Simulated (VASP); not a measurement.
# ZrC in VASP: a series of runs, part 2 of 2

VASP 6.6.1.

### Step 3. Single point, PBE

Contents of INCAR:

```
SYSTEM = ZrC
PREC = Accurate
ENCUT = 520
EDIFF = 1E-6
ISMEAR = -1
SIGMA = 0.05
LREAL = .False.
LASPH = .True.
NELM = 100
ALGO = Normal
ISIF = 2
LWAVE = .False.
LCHARG = .False.
GGA = PE
NBANDS = 15
```

Contents of KPOINTS:

```
Automatic mesh
0
Gamma
  15 15 15
  0 0 0
```

Contents of POSCAR:

```
ZrC
1.0
    0.0000000000      2.3502100000      2.3502100000
    2.3502100000      0.0000000000      2.3502100000
    2.3502100000      2.3502100000      0.0000000000
Zr C
1 1
Direct
    0.5000000000      0.5000000000      0.5000000000
    0.0000000000      0.0000000000      0.0000000000
```

Potentials or basis: VASP PAW PBE potentials, release 64 (Zr_sv, C).

Started as:

```sh
$ cat potpaw_PBE.64/Zr_sv/POTCAR potpaw_PBE.64/C/POTCAR > POTCAR
$ mpirun -np 1 vasp_std > vasp.out
```

OUTCAR:

```text
SYSTEM = ZrC
   PREC = Accurate
   ENCUT = 520
   EDIFF = 1E-6
   ISMEAR = -1
   LREAL = .False.
   LASPH = .True.
   NELM = 100
   ISIF = 2
   GGA = PE

 ion  position               nearest neighbor table
   1  0.500  0.500  0.500-   2 2.35   2 2.35   2 2.35   2 2.35   2 2.35   2 2.35
   2  0.000  0.000  0.000-   1 2.35   1 2.35   1 2.35   1 2.35   1 2.35   1 2.35

  LATTYP: Found a face centered cubic cell.
 ALAT       =     4.7004200000

  Lattice vectors:

 A1 = (   0.0000000000,   2.3502100000,   2.3502100000)
 A2 = (   2.3502100000,   0.0000000000,   2.3502100000)
 A3 = (   2.3502100000,   2.3502100000,   0.0000000000)

Analysis of symmetry for initial positions (statically):
=====================================================================
 Subroutine PRICEL returns:
 Original cell was already a primitive cell.

 Routine SETGRP: Setting up the symmetry group for a
 face centered cubic supercell.

 Subroutine GETGRP returns: Found 48 space group operations
 (whereof 48 operations were pure point group operations)
 out of a pool of 48 trial point group operations.

The static configuration has the point symmetry O_h .

Analysis of symmetry for dynamics (positions and initial velocities):
=====================================================================
 Subroutine PRICEL returns:
 Original cell was already a primitive cell.

 Routine SETGRP: Setting up the symmetry group for a
 face centered cubic supercell.

 Subroutine GETGRP returns: Found 48 space group operations
 (whereof 48 operations were pure point group operations)
 out of a pool of 48 trial point group operations.

The dynamic configuration has the point symmetry O_h .

 Subroutine INISYM returns: Found 48 space group operations
 (whereof 48 operations are pure point group operations),
 and found     1 'primitive' translations

----------------------------------------------------------------------------------------
[... 121 lines left out ...]
   IVDW    =     0    specifies the selected vdW correction
   LEPSILON=     F    determine dielectric tensor
   LRPA    =     F    only Hartree local field effects (RPA)
 non-spin polarized calculation
  energy-cutoff  :      520.00
  volume of cell :       25.96
 maximum number of plane-waves:       725
 NGX is ok and might be reduce to    28
   NGX = 13   NGY = 13   NGZ = 13

 number of electron      16.0000000 magnetization

 Free energy of the ion-electron system (eV)
  ---------------------------------------------------
  ext. energy  EPLUGINS =         0.00000000
  ---------------------------------------------------
  free energy    TOTEN  =       -19.46214484 eV

  energy without entropy =      -19.45959923  energy(sigma->0) =      -19.46087204

 E-fermi :   9.6037     XC(G=0): -12.1333

 val. band max:        9.5970718088   @ k =   0.3333   0.2667   0.0000
 cond. band min:       9.6201711670   @ k =   0.4000   0.3333   0.0000
 fundamental gap:      0.0230993582
 Fermi energy:         9.6036874139

 k-point     1 :       0.0000    0.0000    0.0000
  band No.  band energies     occupation
      1     -38.4919      2.00000
      2     -16.2025      2.00000
      3     -16.2025      2.00000
      4     -16.2025      2.00000
      5      -1.6941      2.00000
      6      10.5472      0.00000
      7      10.5472      0.00000
      8      10.5472      0.00000
      9      10.7071      0.00000
     10      10.7071      0.00000
     11      10.7071      0.00000
     12      12.4253      0.00000
     13      12.4253      0.00000
     14      16.9211      0.00000
[... 401 lines left out ...]
      2     -16.4445      2.00000
      3     -16.2728      2.00000
      4     -16.2637      2.00000
      5      -0.9135      2.00000
      6       7.2750      2.00000
      7       8.9187      2.00000
      8       9.1684      1.99967
      9      10.1841      0.00002
     10      12.5564      0.00000
     11      12.9593      0.00000
     12      13.5830      0.00000
     13      15.4877      0.00000
     14      18.9996      0.00000
     15      22.2356      0.00000

 [... further k-points ...]

------------------------ aborting loop because EDIFF is reached ----------------------------------------

  FORCE on cell =-STRESS in cart. coord.  units (eV):
  Direction    XX          YY          ZZ          XY          YZ          ZX
  --------------------------------------------------------------------------------------
  -------------------------------------------------------------------------------------
  Total        0.2305501      0.2305501      0.2305501     -0.0000000     -0.0000000     -0.0000000
  in kB       14.2274095     14.2274095     14.2274095     -0.0000000     -0.0000000     -0.0000000
  external PRESSURE =      14.2274095 kB  Pullay stress =       0.0000000 kB

 VOLUME and BASIS-vectors are now :
 -----------------------------------------------------------------------------
  energy-cutoff  :      520.00
  volume of cell :       25.96
      direct lattice vectors                 reciprocal lattice vectors
     0.000000000  2.350210000  2.350210000    -0.212746946  0.212746946  0.212746946
     2.350210000  0.000000000  2.350210000     0.212746946 -0.212746946  0.212746946
     2.350210000  2.350210000  0.000000000     0.212746946  0.212746946 -0.212746946

 POSITION                                       TOTAL-FORCE (eV/Angst)
 -----------------------------------------------------------------------------------
      2.35021      2.35021      2.35021         0.000000      0.000000      0.000000
      0.00000      0.00000      0.00000         0.000000     -0.000000     -0.000000
 -----------------------------------------------------------------------------------
    total drift:                                0.000000      0.000000      0.000000

  FREE ENERGIE OF THE ION-ELECTRON SYSTEM (eV)
  ---------------------------------------------------
  free  energy   TOTEN  =       -19.4621448448 eV

  energy  without entropy=      -19.4595992298  energy(sigma->0) =      -19.46087204
```

OSZICAR:

```text
N       E                     dE             d eps       ncg     rms          rms(c)
DAV:   1     0.100246468676E+03    0.10025E+03   -0.86354E+03  3608   0.108E+03
DAV:   2    -0.167072413413E+02   -0.11695E+03   -0.10933E+03  4510   0.288E+02
DAV:   3    -0.227990176157E+02   -0.60918E+01   -0.60541E+01  5909   0.553E+01
DAV:   4    -0.229296400211E+02   -0.13062E+00   -0.13051E+00  4430   0.606E+00
DAV:   5    -0.229314173695E+02   -0.17773E-02   -0.17773E-02  4721   0.588E-01    0.204E+01
DAV:   6    -0.195768982587E+02    0.33545E+01   -0.63720E+00  4232   0.227E+01    0.705E+00
DAV:   7    -0.194772542387E+02    0.99644E-01   -0.63284E-01  4108   0.591E+00    0.618E+00
DAV:   8    -0.195027449553E+02   -0.25491E-01   -0.34494E-01  4350   0.457E+00    0.529E+00
DAV:   9    -0.194636894282E+02    0.39056E-01   -0.63152E-02  4013   0.183E+00    0.107E+00
DAV:  10    -0.194621540377E+02    0.15354E-02   -0.71154E-03  4657   0.681E-01    0.876E-02
DAV:  11    -0.194621529792E+02    0.10586E-05   -0.18934E-04  4120   0.130E-01    0.552E-02
DAV:  12    -0.194621467510E+02    0.62282E-05   -0.45436E-06  4534   0.185E-02    0.174E-02
DAV:  13    -0.194621449257E+02    0.18252E-05   -0.26102E-06  4426   0.102E-02    0.359E-03
DAV:  14    -0.194621448448E+02    0.80983E-07   -0.96944E-08  2227   0.207E-03
   1 F= -.19462145E+02 E0= -.19460872E+02  d E =-.254561E-02
```

stdout:

```text
POSCAR found type information on POSCAR ZrC
 POSCAR found :  2 types and       2 ions
 scaLAPACK will be used
 LDA part: xc-table for (Slater+PW92), standard interpolation
 POSCAR, INCAR and KPOINTS ok, starting setup
 FFT: planning ... GRIDC
 FFT: planning ... GRID_SOFT
 FFT: planning ... GRID
 WAVECAR not read
 entering main loop
```

It took 25 s on 1 thread of Intel Xeon 6975P-C (Granite Rapids), shared host; peak memory 0.19 GiB.

What came out:

```
Free energy            : -19.4621 eV
Pressure               : 1.4 GPa
Band gap on the k mesh : zero (band 8 reaches 10.55 eV, above the bottom of band 9 at 9.25 eV)
```

### Step 4. Single point, PBE (x and y stretched by -2 %, z held)

Contents of INCAR:

```
SYSTEM = ZrC
ALGO = Normal
EDIFF = 1E-6
ENCUT = 520
GGA = PE
ISIF = 2
ISMEAR = -1
LASPH = .TRUE.
LCHARG = .FALSE.
LREAL = .FALSE.
LWAVE = .FALSE.
NBANDS = 15
NELM = 100
PREC = Accurate
SIGMA = 0.05
```

Contents of KPOINTS:

```
k-points
0
G
  15 15 15
  0 0 0
```

Contents of POSCAR:

```
ZrC
1.0
    0.0000000000      2.3032058000      2.3502100000
    2.3032058000      0.0000000000      2.3502100000
    2.3032058000      2.3032058000      0.0000000000
Zr C
1 1
Direct
    0.5000000000      0.5000000000      0.5000000000
    0.0000000000      0.0000000000      0.0000000000
```

Potentials or basis: VASP PAW PBE potentials, release 64 (Zr_sv, C).

Started as:

```sh
$ cat potpaw_PBE.64/Zr_sv/POTCAR potpaw_PBE.64/C/POTCAR > POTCAR
$ mpirun -np 1 vasp_std > vasp.out
```

OUTCAR:

```text
SYSTEM = ZrC
   EDIFF = 1E-6
   ENCUT = 520
   GGA = PE
   ISIF = 2
   ISMEAR = -1
   LASPH = .TRUE.
   LREAL = .FALSE.
   NELM = 100
   PREC = Accurate

 ion  position               nearest neighbor table
   1  0.500  0.500  0.500-   2 2.30   2 2.30   2 2.30   2 2.30   2 2.35   2 2.35
   2  0.000  0.000  0.000-   1 2.30   1 2.30   1 2.30   1 2.30   1 2.35   1 2.35

  LATTYP: Found a body centered tetragonal cell.
 ALAT       =     3.2572248793
 C/A-ratio  =     1.4430750636

  Lattice vectors:

 A1 = (  -2.3032058000,   0.0000000000,   2.3502100000)
 A2 = (   2.3032058000,   0.0000000000,   2.3502100000)
 A3 = (   0.0000000000,   2.3032058000,  -2.3502100000)

Analysis of symmetry for initial positions (statically):
=====================================================================
 Subroutine PRICEL returns:
 Original cell was already a primitive cell.

 Routine SETGRP: Setting up the symmetry group for a
 body centered tetragonal supercell.

 Subroutine GETGRP returns: Found 16 space group operations
 (whereof 16 operations were pure point group operations)
 out of a pool of 16 trial point group operations.

The static configuration has the point symmetry D_4h.

[... 167 lines left out ...]
  band No.  band energies     occupation
      1     -37.8633      2.00000
      2     -15.5549      2.00000
      3     -15.5400      2.00000
      4     -15.5400      2.00000
      5      -1.3620      2.00000
      6      10.9525      0.00000
      7      11.0540      0.00000
      8      11.0683      0.00000
      9      11.0683      0.00000
     10      11.2649      0.00000
     11      11.2649      0.00000
     12      12.8710      0.00000
     13      13.1359      0.00000
     14      17.8940      0.00000
[... 401 lines left out ...]
      2     -15.8276      2.00000
      3     -15.6159      2.00000
      4     -15.6113      2.00000
      5      -0.5766      2.00000
      6       7.6401      2.00000
      7       9.4031      2.00000
      8       9.7256      1.99856
      9      10.6376      0.00003
     10      13.1448      0.00000
     11      13.4883      0.00000
     12      14.2524      0.00000
     13      16.3589      0.00000
     14      19.6486      0.00000
     15      22.8577      0.00000

 [... further k-points ...]
[... 5 lines left out ...]
  --------------------------------------------------------------------------------------
  -------------------------------------------------------------------------------------
  Total        2.2488711      2.2488711      0.9150086      0.0000000     -0.0000000     -0.0000000
  in kB      144.5017087    144.5017087     58.7940828      0.0000000     -0.0000000     -0.0000000
  external PRESSURE =     115.9325000 kB  Pullay stress =       0.0000000 kB

 VOLUME and BASIS-vectors are now :
 -----------------------------------------------------------------------------
  energy-cutoff  :      520.00
  volume of cell :       24.93
      direct lattice vectors                 reciprocal lattice vectors
     0.000000000  2.303205800  2.350210000    -0.217088720  0.217088720  0.212746946
     2.303205800  0.000000000  2.350210000     0.217088720 -0.217088720  0.212746946
     2.303205800  2.303205800  0.000000000     0.217088720  0.217088720 -0.212746946

 POSITION                                       TOTAL-FORCE (eV/Angst)
 -----------------------------------------------------------------------------------
      2.30321      2.30321      2.35021         0.000000     -0.000000      0.000000
      0.00000      0.00000      0.00000        -0.000000      0.000000      0.000000
 -----------------------------------------------------------------------------------
    total drift:                                0.000000     -0.000000      0.000000

  FREE ENERGIE OF THE ION-ELECTRON SYSTEM (eV)
  ---------------------------------------------------
  free  energy   TOTEN  =       -19.4123846962 eV

  energy  without entropy=      -19.4100998429  energy(sigma->0) =      -19.41124227
```

Run time: 28 s. Hardware: 1 thread of Intel Xeon 6975P-C (Granite Rapids), shared host; peak memory 0.22 GiB.

Results:

| Quantity | Value |
| --- | --- |
| Free energy | -19.4124 eV |
| Pressure | 11.6 GPa |
| Band gap on the k mesh | zero (band 8 reaches 11.07 eV, above the bottom of band 9 at 9.70 eV) |

Stress tensor (GPa, compression positive):
```
14.45  0.00  0.00
 0.00 14.45  0.00
 0.00  0.00  5.88
```

Levels at points of the mesh, in eV from the Fermi level:
```csv
k point,band 5,band 6,band 7,band 8,band 9,band 10,band 11,band 12
"(0.00, 0.00, 0.00)",-11.45,0.87,0.97,0.98,0.98,1.18,1.18,2.78
```

Caveat: the cell differs from its parent crystal (x and y stretched by -2 %, z held).
